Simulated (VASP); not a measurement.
# H (Cm) in VASP: single point with PBE

Aim: the single point of H with PBE.

Program: VASP 6.6.1. These are calculated values, not measurements. Logs are shortened: lines on timing, memory, paths and dates and some standing lists are left out, and cuts for length are marked.

## 1. The cell of the first run

The structure is monoclinic, space group Cm (No. 8). Conventional cell: a = 7.419 Å, b = 7.419 Å, c = 5.887 Å, α = 90.00°, β = 129.06°, γ = 90.00°. H (site symmetry m) has 1 H at 0.75 Å within 1.0 Å. H (site symmetry 1) has 1 H at 0.75 Å within 1.0 Å. Within 1.0 Å of H (site symmetry m) lie 1 H at 0.75 Å. Within 1.0 Å of H (site symmetry m) lie 1 H at 0.75 Å. Within 1.0 Å of H (site symmetry 1) lie 1 H at 0.75 Å. H (site symmetry m) has 1 H at 0.75 Å within 1.0 Å.

## 2. Single point, PBE (atom 1 (H) moved +0.075 Å along Cartesian [0 1 0])

INCAR

```
  PREC = Accurate
  ENCUT = 520
  EDIFF = 1E-7
  ISMEAR = 0
  SIGMA = 0.05
  LREAL = F
  LASPH = T
  NELM = 80
  ALGO = Normal
  ISIF = 2
  LWAVE = F
  LCHARG = F
  GGA = PE
  NBANDS = 14
```

KPOINTS

```
regular mesh
0
Gamma
  6 6 6
```

POSCAR

```
H
1.0
    3.7097352756     -3.7097352756      0.0000000000
    3.7097352756      3.7097352756      0.0000000000
   -3.7097352756      0.0000000000      4.5711281958
H
8
Direct
    0.4488369980      0.4690540740      0.9178910720
    0.2089455360      0.7089455360      0.4178910720
    0.9589455360      0.9589455360      0.9178910720
    0.7089455360      0.2089455360      0.4178910720
    0.0410544640      0.0410544640      0.0821089280
    0.7910544640      0.2910544640      0.5821089280
    0.5410544640      0.5410544640      0.0821089280
    0.2910544640      0.7910544640      0.5821089280
```

Potentials or basis: VASP PAW PBE potentials, release 64 (H).

Launch:

```console
$ cat potpaw_PBE.64/H/POTCAR > POTCAR
$ mpirun -np 1 vasp_std > vasp.out
```

OUTCAR:

```text
PREC = Accurate
   ENCUT = 520
   EDIFF = 1E-7
   ISMEAR = 0
   LREAL = F
   LASPH = T
   NELM = 80
   ISIF = 2
   GGA = PE

 ion  position               nearest neighbor table
   1  0.449  0.469  0.918-   7 0.75
   2  0.209  0.709  0.418-   8 0.75
   3  0.959  0.959  0.918-   5 0.75
   4  0.709  0.209  0.418-   6 0.75
   5  0.041  0.041  0.082-   3 0.75
   6  0.791  0.291  0.582-   4 0.75
   7  0.541  0.541  0.082-   1 0.75
   8  0.291  0.791  0.582-   2 0.75

  LATTYP: Found a body centered tetragonal cell.
 ALAT       =     5.2463579396
 C/A-ratio  =     1.7425910502

  Lattice vectors:

 A1 = (   0.0000000000,  -3.7097352756,  -4.5711281958)
 A2 = (   0.0000000000,   3.7097352756,  -4.5711281958)
 A3 = (   3.7097352756,   0.0000000000,   4.5711281958)

Analysis of symmetry for initial positions (statically):
=====================================================================
 Subroutine PRICEL returns:
 Original cell was already a primitive cell.

 Routine SETGRP: Setting up the symmetry group for a
 body centered tetragonal supercell.

 Subroutine GETGRP returns: Found  2 space group operations
 (whereof  2 operations were pure point group operations)
 out of a pool of 16 trial point group operations.

The static configuration has the point symmetry C_1h.

Analysis of symmetry for dynamics (positions and initial velocities):
=====================================================================
 Subroutine PRICEL returns:
 Original cell was already a primitive cell.

 Routine SETGRP: Setting up the symmetry group for a
 body centered tetragonal supercell.

 Subroutine GETGRP returns: Found  2 space group operations
 (whereof  2 operations were pure point group operations)
 out of a pool of 16 trial point group operations.

The dynamic configuration has the point symmetry C_1h.

 Subroutine INISYM returns: Found  2 space group operations
 (whereof  2 operations are pure point group operations),
 and found     1 'primitive' translations

----------------------------------------------------------------------------------------

                                     Primitive cell

  volume of cell :     125.8170

  direct lattice vectors                    reciprocal lattice vectors
     3.709735276 -3.709735276  0.000000000     0.134780507 -0.134780507  0.109382187
     3.709735276  3.709735276  0.000000000     0.134780507  0.134780507  0.109382187
    -3.709735276  0.000000000  4.571128196     0.000000000  0.000000000  0.218764374

  length of vectors
     5.246357940  5.246357940  5.887049244     0.219763584  0.219763584  0.218764374

  position of ions in fractional coordinates (direct lattice)
     0.448836998  0.469054074  0.917891072
     0.208945536  0.708945536  0.417891072
     0.958945536  0.958945536  0.917891072
     0.708945536  0.208945536  0.417891072
     0.041054464  0.041054464  0.082108928
     0.791054464  0.291054464  0.582108928
     0.541054464  0.541054464  0.082108928
     0.291054464  0.791054464  0.582108928

  ion indices of the primitive-cell ions
   primitive index   ion index
                 1           1
                 2           2
                 3           3
                 4           4
                 5           5
                 6           6
                 7           7
                 8           8

----------------------------------------------------------------------------------------

 KPOINTS: regular mesh

Automatic generation of k-mesh.
 Grid dimensions read from file:
 generate k-points for:    6    6    6

 Generating k-lattice:

  Cartesian coordinates                     Fractional coordinates (reciprocal lattice)
     0.022463418 -0.022463418  0.018230365     0.166666667  0.000000000 -0.000000000
     0.022463418  0.022463418  0.018230365     0.000000000  0.166666667 -0.000000000
     0.000000000  0.000000000  0.036460729     0.000000000  0.000000000  0.166666667

  Length of vectors
     0.036627264  0.036627264  0.036460729

  Shift w.r.t. Gamma in fractional coordinates (k-lattice)
     0.000000000  0.000000000  0.000000000

 Subroutine IBZKPT returns following result:
 ===========================================

 Found     68 irreducible k-points:

 Following reciprocal coordinates:
            Coordinates               Weight
  0.000000  0.000000  0.000000      1.000000
  0.166667  0.000000 -0.000000      4.000000
 -0.166667  0.000000  0.166667      4.000000
  0.333333  0.000000  0.000000      4.000000
 -0.333333  0.000000  0.333333      4.000000
  0.500000  0.000000 -0.000000      2.000000
[... 16 lines left out ...]
 -0.166667  0.166667  0.000000      2.000000
  0.166667  0.166667 -0.166667      2.000000
 [... further k-points ...]
   k-points           NKPTS =     68   k-points in BZ     NKDIM =     68   number of bands    NBANDS=     14
   number of dos      NEDOS =    301   number of ions     NIONS =      8
   total plane-waves  NPLWV =  76800
   dimension x,y,z NGX =    40 NGY =   40 NGZ =   48
   dimension x,y,z NGXF=    80 NGYF=   80 NGZF=   96
   ions per type =               8
   NGX,Y,Z   is equivalent  to a cutoff of  12.68, 12.68, 13.55 a.u.
   NGXF,Y,Z  is equivalent  to a cutoff of  25.35, 25.35, 27.11 a.u.
 SYSTEM =  unknown system
   PREC   = accura    normal or accurate (medium, high low for compatibility)
   ISTART =      0    job   : 0-new  1-cont  2-samecut
   ICHARG =      2    charge: 1-file 2-atom 10-const
   ISPIN  =      1    spin polarized calculation?
   LNONCOLLINEAR =      F non collinear calculations
   LSORBIT =      F    spin-orbit coupling
   LASPH  =      T    aspherical Exc in radial PAW
   ENCUT  =  520.0 eV  38.22 Ry    6.18 a.u.   9.75  9.75 10.95*2*pi/ulx,y,z
   NELM   =     80;   NELMIN=  2; NELMDL= -5     # of ELM steps
   EDIFF  = 0.1E-06   stopping-criterion for ELM
   LREAL  =      F    real-space projection
   EDIFFG = 0.1E-05   stopping-criterion for IOM
   NSW    =      0    number of steps for IOM
   IBRION =     -1    ionic relax: 0-MD 1-quasi-New 2-CG
   NFREE  =      0    steps in history (QN), initial steepest desc. (CG)
   ISIF   =      2    stress and relaxation
   ISYM   =      2    0-nonsym 1-usesym 2-fastsym
   POTIM  = 0.5000    time-step for ionic-motion
   TEBEG  =    0.0;   TEEND  =   0.0 temperature during run
   PSTRESS=    0.0 pullay stress
   NELECT =       8.0000    total number of electrons
   NUPDOWN=      -1.0000    fix difference up-down
   EMIN   =  10.00;   EMAX   =-10.00  energy-range for DOS
   EFERMI =   0.00;   METHOD = LEGACY
   ISMEAR =     0;   SIGMA  =   0.05  broadening in eV -4-tet -1-fermi 0-gaus
   EFERMI_NEDOS =   21; number of points for ismear=-14 and -15
   IALGO  =     38    algorithm
   IMIX   =      4    mixing-type and parameters
     AMIX     =   0.40;   BMIX     =  1.00
     AMIX_MAG =   1.60;   BMIX_MAG =  1.00
  volume/ion in A,a.u.               =      15.73       106.13
  Fermi-wavevector in a.u.,A,eV,Ry     =   0.653419  1.234783  5.809094  0.426956
  Thomas-Fermi vector in A             =   1.723653
   LORBIT       =      0    0 simple, 1 ext, 2 COOP (PROOUT), +10 PAW based schemes
   GGA     = PE    functional components
   LHFCALC =     F    Hartree Fock is set to
   AEXX    =    0.0000 exact exchange contribution
   IVDW    =     0    specifies the selected vdW correction
   LEPSILON=     F    determine dielectric tensor
   LRPA    =     F    only Hartree local field effects (RPA)
 non-spin polarized calculation
 Gauss-broadening in eV      SIGMA  =   0.05
  energy-cutoff  :      520.00
  volume of cell :      125.82
 maximum number of plane-waves:      3406
   NGX = 19   NGY = 19   NGZ = 21

 number of electron       7.9999998 magnetization

 Free energy of the ion-electron system (eV)
  ---------------------------------------------------
  ext. energy  EPLUGINS =         0.00000000
  ---------------------------------------------------
  free energy    TOTEN  =       -27.15909165 eV

  energy without entropy =      -27.15909165  energy(sigma->0) =      -27.15909165

 E-fermi :  -8.5814     XC(G=0):  -4.6586

 val. band max:       -8.8212371147   @ k =   0.0000   0.0000   0.0000
 cond. band min:       0.4025277096   @ k =   0.5000   0.5000   0.5000
 fundamental gap:      9.2237648243
 Fermi energy:        -8.5814061402

 k-point     1 :       0.0000    0.0000    0.0000
  band No.  band energies     occupation
      1     -10.2355      2.00000
      2      -9.1121      2.00000
      3      -9.1024      2.00000
      4      -8.8212      2.00000
      5       1.2939      0.00000
      6       2.4140      0.00000
      7       2.4232      0.00000
      8       3.2978      0.00000
      9       3.7166      0.00000
     10       3.7169      0.00000
     11       3.7177      0.00000
     12       3.7179      0.00000
     13       5.9873      0.00000
     14       6.4002      0.00000

 k-point     2 :       0.1667    0.0000   -0.0000
  band No.  band energies     occupation
      1     -10.1501      2.00000
      2      -9.1515      2.00000
      3      -9.1243      2.00000
      4      -8.8657      2.00000
      5       1.3597      0.00000
      6       1.8288      0.00000
      7       2.0322      0.00000
      8       2.9993      0.00000
      9       3.3225      0.00000
     10       4.2016      0.00000
     11       4.5020      0.00000
     12       5.1535      0.00000
     13       5.4230      0.00000
     14       5.5584      0.00000

 k-point     3 :      -0.1667    0.0000    0.1667
  band No.  band energies     occupation
      1     -10.1505      2.00000
      2      -9.1540      2.00000
      3      -9.1220      2.00000
      4      -8.8649      2.00000
      5       1.3479      0.00000
      6       1.8906      0.00000
      7       1.9823      0.00000
      8       3.0104      0.00000
      9       3.3226      0.00000
     10       4.1307      0.00000
     11       4.5022      0.00000
     12       5.2108      0.00000
     13       5.4477      0.00000
     14       5.5580      0.00000

 k-point     4 :       0.3333    0.0000    0.0000
  band No.  band energies     occupation
      1      -9.9171      2.00000
      2      -9.3205      2.00000
      3      -9.1274      2.00000
      4      -8.9699      2.00000
      5       1.4248      0.00000
      6       1.4616      0.00000
      7       1.6403      0.00000
      8       2.3137      0.00000
      9       3.3192      0.00000
     10       4.4715      0.00000
     11       5.3542      0.00000
     12       5.5974      0.00000
     13       5.6870      0.00000
     14       6.7603      0.00000

 k-point     5 :      -0.3333    0.0000    0.3333
  band No.  band energies     occupation
      1      -9.9188      2.00000
      2      -9.3244      2.00000
      3      -9.1236      2.00000
      4      -8.9672      2.00000
      5       1.3975      0.00000
      6       1.5124      0.00000
      7       1.5891      0.00000
      8       2.3458      0.00000
      9       3.3194      0.00000
     10       4.4715      0.00000
     11       5.2712      0.00000
[... 276 lines left out ...]
 k-point    22 :      -0.1667   -0.3333    0.1667
  band No.  band energies     occupation
      1      -9.9195      2.00000
      2      -9.2649      2.00000
      3      -9.1825      2.00000
      4      -8.9545      2.00000
      5       1.0903      0.00000
      6       1.1765      0.00000
      7       1.7600      0.00000
      8       2.5792      0.00000
      9       3.6937      0.00000
     10       4.2969      0.00000
     11       5.0693      0.00000
     12       5.8879      0.00000
     13       6.0919      0.00000
     14       6.1407      0.00000

 k-point    23 :      -0.1667    0.1667    0.0000
  band No.  band energies     occupation
      1     -10.1106      2.00000
      2      -9.1609      2.00000
      3      -9.1515      2.00000
      4      -8.8687      2.00000
      5       1.5207      0.00000
      6       1.5343      0.00000
      7       1.5652      0.00000
      8       3.0346      0.00000
      9       4.1988      0.00000
     10       4.2130      0.00000
     11       4.2741      0.00000
     12       5.0868      0.00000
     13       5.0902      0.00000
     14       6.3526      0.00000

 k-point    24 :       0.1667    0.1667   -0.1667
  band No.  band energies     occupation
      1     -10.1105      2.00000
      2      -9.1616      2.00000
      3      -9.1506      2.00000
      4      -8.8689      2.00000
      5       1.4753      0.00000
      6       1.5478      0.00000
      7       1.5970      0.00000
      8       3.0374      0.00000
      9       4.2065      0.00000
     10       4.2143      0.00000
     11       4.2768      0.00000
     12       5.0270      0.00000
     13       5.1358      0.00000
     14       6.3340      0.00000

 [... further k-points ...]

------------------------ aborting loop because EDIFF is reached ----------------------------------------

  FORCE on cell =-STRESS in cart. coord.  units (eV):
  Direction    XX          YY          ZZ          XY          YZ          ZX
  --------------------------------------------------------------------------------------
  -------------------------------------------------------------------------------------
  Total       -0.1014862     -0.1027496     -0.2436483      0.0000000      0.0125955      0.0000000
  in kB       -1.2923446     -1.3084326     -3.1026640      0.0000000      0.1603940      0.0000000
  external PRESSURE =      -1.9011471 kB  Pullay stress =       0.0000000 kB

 VOLUME and BASIS-vectors are now :
 -----------------------------------------------------------------------------
  energy-cutoff  :      520.00
  volume of cell :      125.82
      direct lattice vectors                 reciprocal lattice vectors
     3.709735276 -3.709735276  0.000000000     0.134780507 -0.134780507  0.109382187
     3.709735276  3.709735276  0.000000000     0.134780507  0.134780507  0.109382187
    -3.709735276  0.000000000  4.571128196     0.000000000  0.000000000  0.218764374

 POSITION                                       TOTAL-FORCE (eV/Angst)
 -----------------------------------------------------------------------------------
     -0.00000      0.07500      4.19580         0.000000     -0.015780      0.134926
      1.85487      1.85487      1.91023         0.000004     -0.000790      0.008953
      3.70974      0.00000      4.19580        -0.000000      0.001027      0.008883
      1.85487     -1.85487      1.91023        -0.000004     -0.000790      0.008953
      0.00000      0.00000      0.37533         0.000000     -0.000548     -0.008879
      1.85487     -1.85487      2.66089        -0.000254      0.001346     -0.008950
      3.70974      0.00000      0.37533        -0.000000      0.014190     -0.134937
      1.85487      1.85487      2.66089         0.000254      0.001346     -0.008950
 -----------------------------------------------------------------------------------
    total drift:                                0.000001     -0.000030     -0.000018

  FREE ENERGIE OF THE ION-ELECTRON SYSTEM (eV)
  ---------------------------------------------------
  free  energy   TOTEN  =       -27.1590916452 eV

  energy  without entropy=      -27.1590916452  energy(sigma->0) =      -27.15909165
```

Wall time 45 s (1 thread of Intel Xeon 6975P-C (Granite Rapids), shared host); peak memory 0.29 GiB.

Results:

```
Free energy            : -27.1591 eV
Pressure               : -0.2 GPa
Largest force          : 0.136 eV/Å
Band gap on the k mesh : 9.22 eV
```

Forces on the atoms (eV/Å):
```
H    0.000 -0.016  0.135
H    0.000 -0.001  0.009
H    0.000  0.001  0.009
H    0.000 -0.001  0.009
H    0.000 -0.001 -0.009
H    0.000  0.001 -0.009
H    0.000  0.014 -0.135
H    0.000  0.001 -0.009
```

Levels at points of the mesh, in eV from the valence-band top:
```
           k point  band 2  band 3  band 4  band 5  band 6  band 7
(0.00, 0.00, 0.00)   -0.29   -0.28    0.00   10.12   11.24   11.24
(0.50, 0.00, 0.00)   -0.77   -0.26   -0.25   10.27   10.32   10.46
(0.50, 0.00, 0.50)   -0.78   -0.26   -0.24   10.22   10.28   10.52
(0.50, 0.50, 0.00)   -0.54   -0.48   -0.47    9.26    9.27   11.06
(0.50, 0.50, 0.50)   -0.55   -0.48   -0.47    9.22    9.31   11.11
(0.00, 0.00, 0.50)   -0.72   -0.35   -0.34   10.04   10.05   10.76
```

Caveat: the cell differs from its parent crystal (atom 1 (H) moved +0.075 Å along Cartesian [0 1 0]). A k mesh can miss the band edges.
